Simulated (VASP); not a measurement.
# Sr (P6_3/mmc) in VASP: further runs, part 2 of 3

VASP 6.6.1.

**3. Single point, PBEsol (strain -0.030 along x and y, -0.015 along z)**

The input, INCAR:

```
SYSTEM = Sr
PREC = Accurate ; ENCUT = 520
EDIFF = 1E-6 ; ISMEAR = 0
SIGMA = 0.15 ; LREAL = .False.
LASPH = .True. ; NELM = 60
ALGO = Fast ; ISIF = 2
LWAVE = .False. ; LCHARG = .True.
GGA = PS ; LELF = .True.
LVHAR = .True. ; NBANDS = 17
```

The input, KPOINTS:

```
regular mesh
0
Gamma
  15 15 8
  0 0 0
```

The input, POSCAR:

```
Sr
1.0
    4.1807002141      0.0000000000      0.0000000000
   -2.0903501071      3.6205925910      0.0000000000
    0.0000000000      0.0000000000      6.9442500000
Sr
2
Direct
    0.3333333333      0.6666666667      0.2500000000
    0.6666666667      0.3333333333      0.7500000000
```

Potentials or basis: VASP PAW PBE potentials, release 64 (Sr_sv).

The run is started by

```sh
$ cat potpaw_PBE.64/Sr_sv/POTCAR > POTCAR
$ mpirun -np 1 vasp_std > vasp.out
```

OUTCAR:

```text
SYSTEM = Sr
   PREC = Accurate
   ENCUT = 520
   EDIFF = 1E-6
   ISMEAR = 0
   LREAL = .False.
   LASPH = .True.
   NELM = 60
   ISIF = 2
   GGA = PS

 ion  position               nearest neighbor table
   1  0.333  0.667  0.250-   2 4.23   2 4.23   2 4.23   2 4.23   2 4.23   2 4.23
   2  0.667  0.333  0.750-   1 4.23   1 4.23   1 4.23   1 4.23   1 4.23   1 4.23

  LATTYP: Found a hexagonal cell.
 ALAT       =     4.1807002141
 C/A-ratio  =     1.6610255805

  Lattice vectors:

[... 672 lines left out ...]

  FORCE on cell =-STRESS in cart. coord.  units (eV):
  Direction    XX          YY          ZZ          XY          YZ          ZX
  --------------------------------------------------------------------------------------
  -------------------------------------------------------------------------------------
  Total        0.0368198      0.0368198     -0.1456593     -0.0000000      0.0000000      0.0000000
  in kB        0.5612268      0.5612268     -2.2202136     -0.0000000      0.0000000      0.0000000
  external PRESSURE =      -0.3659200 kB  Pullay stress =       0.0000000 kB

 VOLUME and BASIS-vectors are now :
 -----------------------------------------------------------------------------
  energy-cutoff  :      520.00
  volume of cell :      105.11
      direct lattice vectors                 reciprocal lattice vectors
     4.180700214  0.000000000  0.000000000     0.239194381  0.138098940  0.000000000
    -2.090350107  3.620592591  0.000000000     0.000000000  0.276197881  0.000000000
     0.000000000  0.000000000  6.944250000     0.000000000  0.000000000  0.144004032

 POSITION                                       TOTAL-FORCE (eV/Angst)
 -----------------------------------------------------------------------------------
     -0.00000      2.41373      1.73606         0.000000      0.000000      0.000000
      2.09035      1.20686      5.20819        -0.000000     -0.000000      0.000000
 -----------------------------------------------------------------------------------
    total drift:                               -0.000000      0.000000     -0.000000

  FREE ENERGIE OF THE ION-ELECTRON SYSTEM (eV)
  ---------------------------------------------------
  free  energy   TOTEN  =        -3.6836635925 eV

  energy  without entropy=       -3.6555805475  energy(sigma->0) =       -3.66962207
```

stdout:

```text
POSCAR found type information on POSCAR Sr
 POSCAR found :  1 types and       2 ions
 scaLAPACK will be used
 -----------------------------------------------------------------------------
|                                                                             |
|                                                                             |
|     You enforced a specific xc type in the INCAR file but a different       |
|     I HOPE YOU KNOW WHAT YOU ARE DOING!                                     |
|                                                                             |
 -----------------------------------------------------------------------------

 LDA part: xc-table for (Slater+PW92), standard interpolation
 POSCAR, INCAR and KPOINTS ok, starting setup
 FFT: planning ... GRIDC
 FFT: planning ... GRID_SOFT
 FFT: planning ... GRID
 WAVECAR not read
 entering main loop
WARNING in EDDRMM: call to ZHEGV failed, returncode =   6  3     17
WARNING in EDDRMM: call to ZHEGV failed, returncode =   6  3     15
WARNING in EDDRMM: call to ZHEGV failed, returncode =   8  4     15
WARNING in EDDRMM: call to ZHEGV failed, returncode =   6  3      9
```

It took 88 s on 1 thread of Intel Xeon 6975P-C (Granite Rapids), shared host; peak memory 0.37 GiB.

Results:

- Free energy: -3.6837 eV
- Pressure: 0.0 GPa
- Band gap on the k mesh: zero (bands 10 and 11 overlap by 0.22 eV)

Levels at points of the mesh, in eV from the Fermi level:
```tsv
k point	band 6	band 7	band 8	band 9	band 10	band 11	band 12	band 13	band 14	band 15
(0.00, 0.00, 0.00)	-18.35	-18.35	-18.35	-3.74	-1.23	0.06	2.25	2.35	2.35	2.76
(0.00, 0.00, 0.50)	-18.36	-18.36	-18.36	-2.78	-2.78	1.22	1.22	2.36	2.36	2.36
```

Caveat: the cell differs from its parent crystal (strain -0.030 along x and y, -0.015 along z); the PAW data sets were made with another functional, which shifts forces and pressure a little.

**4. Single point, PBEsol (strain -0.030 along x and y, +0.000 along z)**

The input, INCAR:

```
SYSTEM = Sr
ALGO     = Fast           ! electronic algorithm
EDIFF    = 1E-7           ! SCF threshold, eV
ENCUT    = 520            ! plane-wave cutoff, eV
GGA      = PS             ! functional
ISIF     = 2              ! what is computed and relaxed
ISMEAR   = 0              ! smearing method
LASPH    = .TRUE.         ! aspherical terms in the spheres
LCHARG   = .TRUE.         ! write CHGCAR
LELF     = .TRUE.         ! ELF
LREAL    = .FALSE.        ! projectors in reciprocal space
LVHAR    = .TRUE.       
LWAVE    = .FALSE.        ! write WAVECAR
NBANDS   = 17             ! bands
NELM     = 80             ! most SCF steps
PREC     = Accurate       ! precision mode
SIGMA    = 0.15           ! smearing width, eV
```

The input, KPOINTS:

```
k-points
0
G
  15 15 8
  0 0 0
```

Edit POSCAR of step 3 so:

```diff
@@ -4,3 +4,3 @@
    -2.0903501071      3.6205925910      0.0000000000
-    0.0000000000      0.0000000000      6.9442500000
+    0.0000000000      0.0000000000      7.0500000000
 Sr
```

Potentials or basis: VASP PAW PBE potentials, release 64 (Sr_sv).

The run is started by

```sh
$ cat potpaw_PBE.64/Sr_sv/POTCAR > POTCAR
$ mpirun -np 1 vasp_std > vasp.out
```

OUTCAR:

```text
SYSTEM = Sr
   EDIFF = 1E-7
   ENCUT = 520
   GGA = PS
   ISIF = 2
   ISMEAR = 0
   LASPH = .TRUE.
   LREAL = .FALSE.
   NELM = 80
   PREC = Accurate

 ion  position               nearest neighbor table
   1  0.333  0.667  0.250-   2 4.27   2 4.27   2 4.27   2 4.27   2 4.27   2 4.27
   2  0.667  0.333  0.750-   1 4.27   1 4.27   1 4.27   1 4.27   1 4.27   1 4.27

  LATTYP: Found a hexagonal cell.
 ALAT       =     4.1807002141
 C/A-ratio  =     1.6863203863

  Lattice vectors:

 A1 = (   4.1807002141,   0.0000000000,   0.0000000000)
 A2 = (  -2.0903501071,   3.6205925910,   0.0000000000)
 A3 = (   0.0000000000,   0.0000000000,   7.0500000000)

Analysis of symmetry for initial positions (statically):
=====================================================================
 Subroutine PRICEL returns:
 Original cell was already a primitive cell.

 Routine SETGRP: Setting up the symmetry group for a
 hexagonal supercell.

 Subroutine GETGRP returns: Found 24 space group operations
 (whereof 12 operations were pure point group operations)
 out of a pool of 24 trial point group operations.

The static configuration has the point symmetry D_3d.
 The point group associated with its full space group is D_6h.

Analysis of symmetry for dynamics (positions and initial velocities):
=====================================================================
 Subroutine PRICEL returns:
 Original cell was already a primitive cell.

 Routine SETGRP: Setting up the symmetry group for a
 hexagonal supercell.

 Subroutine GETGRP returns: Found 24 space group operations
 (whereof 12 operations were pure point group operations)
 out of a pool of 24 trial point group operations.

The dynamic configuration has the point symmetry D_3d.
 The point group associated with its full space group is D_6h.

 Subroutine INISYM returns: Found 24 space group operations
 (whereof 12 operations are pure point group operations),
 and found     1 'primitive' translations
[... 112 lines left out ...]
   IALGO  =     68    algorithm
   IMIX   =      4    mixing-type and parameters
     AMIX     =   0.40;   BMIX     =  1.00
     AMIX_MAG =   1.60;   BMIX_MAG =  1.00
  volume/ion in A,a.u.               =      53.36       360.07
  Fermi-wavevector in a.u.,A,eV,Ry     =   0.936869  1.770426 11.942155  0.877724
  Thomas-Fermi vector in A             =   2.063922
   LORBIT       =      0    0 simple, 1 ext, 2 COOP (PROOUT), +10 PAW based schemes
   GGA     = PS    functional components
   LHFCALC =     F    Hartree Fock is set to
   AEXX    =    0.0000 exact exchange contribution
   IVDW    =     0    specifies the selected vdW correction
   LEPSILON=     F    determine dielectric tensor
   LRPA    =     F    only Hartree local field effects (RPA)
 non-spin polarized calculation
 RMM-DIIS sequential band-by-band and
 Gauss-broadening in eV      SIGMA  =   0.15
  energy-cutoff  :      520.00
  volume of cell :      106.71
 maximum number of plane-waves:      2906
 NGX is ok and might be reduce to    32
   NGX = 15   NGY = 15   NGZ = 27

 number of electron      20.0000000 magnetization

 Free energy of the ion-electron system (eV)
  ---------------------------------------------------
  ext. energy  EPLUGINS =         0.00000000
  ---------------------------------------------------
  free energy    TOTEN  =        -3.67947210 eV

  energy without entropy =       -3.65134226  energy(sigma->0) =       -3.66540718

 E-fermi :   1.6016     XC(G=0):  -7.5259

 val. band max:        1.5978640688   @ k =   0.3333   0.2000   0.0000
 cond. band min:       1.6038150087   @ k =   0.2667   0.1333   0.0000
 fundamental gap:      0.0059509399
 Fermi energy:         1.6015654470

 k-point     1 :       0.0000    0.0000    0.0000
  band No.  band energies     occupation
      1     -34.8782      2.00000
      2     -34.8642      2.00000
      3     -16.9777      2.00000
      4     -16.7986      2.00000
      5     -16.7986      2.00000
      6     -16.7743      2.00000
[... 457 lines left out ...]
      4     -16.9376      2.00000
      5     -16.8890      2.00000
      6     -16.8682      2.00000
[... 9 lines left out ...]
     16       5.4520      0.00000
     17       6.1527      0.00000

 [... further k-points ...]

------------------------ aborting loop because EDIFF is reached ----------------------------------------

  FORCE on cell =-STRESS in cart. coord.  units (eV):
  Direction    XX          YY          ZZ          XY          YZ          ZX
  --------------------------------------------------------------------------------------
  -------------------------------------------------------------------------------------
  Total       -0.0009926     -0.0009926     -0.4152207      0.0000000      0.0000000      0.0000000
  in kB       -0.0149024     -0.0149024     -6.2340710      0.0000000      0.0000000      0.0000000
  external PRESSURE =      -2.0879586 kB  Pullay stress =       0.0000000 kB

 VOLUME and BASIS-vectors are now :
 -----------------------------------------------------------------------------
  energy-cutoff  :      520.00
  volume of cell :      106.71
      direct lattice vectors                 reciprocal lattice vectors
     4.180700214  0.000000000  0.000000000     0.239194381  0.138098940  0.000000000
    -2.090350107  3.620592591  0.000000000     0.000000000  0.276197881  0.000000000
     0.000000000  0.000000000  7.050000000     0.000000000  0.000000000  0.141843972

 POSITION                                       TOTAL-FORCE (eV/Angst)
 -----------------------------------------------------------------------------------
     -0.00000      2.41373      1.76250         0.000000      0.000000      0.000000
      2.09035      1.20686      5.28750        -0.000000      0.000000      0.000000
 -----------------------------------------------------------------------------------
    total drift:                                0.000000     -0.000000      0.000000

  FREE ENERGIE OF THE ION-ELECTRON SYSTEM (eV)
  ---------------------------------------------------
  free  energy   TOTEN  =        -3.6794721006 eV

  energy  without entropy=       -3.6513422558  energy(sigma->0) =       -3.66540718
```

OSZICAR:

```text
N       E                     dE             d eps       ncg     rms          rms(c)
DAV:   1     0.104639134506E+03    0.10464E+03   -0.94056E+03  4598   0.989E+02
DAV:   2     0.456602054677E+01   -0.10007E+03   -0.98571E+02  5862   0.227E+02
DAV:   3    -0.350478805524E+01   -0.80708E+01   -0.80437E+01  8366   0.461E+01
DAV:   4    -0.368364749612E+01   -0.17886E+00   -0.17868E+00  6155   0.634E+00
DAV:   5    -0.368792212348E+01   -0.42746E-02   -0.42741E-02  7404   0.732E-01    0.170E+01
RMM:   6    -0.368234409494E+01    0.55780E-02   -0.11217E-02  4932   0.114E+00    0.968E+00
RMM:   7    -0.367884399250E+01    0.35001E-02   -0.23092E-02  5348   0.166E+00    0.366E-01
RMM:   8    -0.367925675686E+01   -0.41276E-03   -0.72280E-03  6221   0.458E-01    0.991E-02
RMM:   9    -0.367940774578E+01   -0.15099E-03   -0.12992E-03  7522   0.138E-01    0.110E-01
RMM:  10    -0.367945691220E+01   -0.49166E-04   -0.43932E-04  7227   0.802E-02    0.156E-01
RMM:  11    -0.367946866840E+01   -0.11756E-04   -0.78420E-05  7545   0.351E-02    0.266E-02
RMM:  12    -0.367947049831E+01   -0.18299E-05   -0.38484E-05  7963   0.162E-02    0.112E-02
RMM:  13    -0.367947106672E+01   -0.56841E-06   -0.60241E-06  7544   0.103E-02    0.476E-03
RMM:  14    -0.367947153356E+01   -0.46684E-06   -0.35040E-06  7181   0.697E-03    0.197E-03
RMM:  15    -0.367947178512E+01   -0.25156E-06   -0.10467E-06  6305   0.345E-03    0.247E-03
RMM:  16    -0.367947196350E+01   -0.17839E-06   -0.59990E-07  5594   0.258E-03    0.746E-04
RMM:  17    -0.367947206888E+01   -0.10538E-06   -0.22975E-07  4941   0.182E-03    0.190E-04
RMM:  18    -0.367947210055E+01   -0.31667E-07   -0.11747E-07  3989   0.122E-03
   1 F= -.36794721E+01 E0= -.36654072E+01  d E =-.281298E-01
```

It took 2 min on 1 thread of Intel Xeon 6975P-C (Granite Rapids), shared host; peak memory 0.36 GiB.

What came out:

| Quantity | Value |
| --- | --- |
| Free energy | -3.6795 eV |
| Pressure | -0.2 GPa |
| Band gap on the k mesh | zero (bands 10 and 11 overlap by 0.23 eV) |

Levels at points of the mesh, in eV from the Fermi level:
```tsv
k point	band 8	band 9	band 10	band 11	band 12	band 13
(0.00, 0.00, 0.00)	-18.38	-3.71	-1.26	-0.01	2.16	2.36
(0.00, 0.00, 0.50)	-18.39	-2.79	-2.79	1.17	1.17	2.38
```

Caveat: the cell differs from its parent crystal (strain -0.030 along x and y, +0.000 along z); the PAW data sets were made with another functional, which shifts forces and pressure a little.

(Part 2 of 3 ends here.)
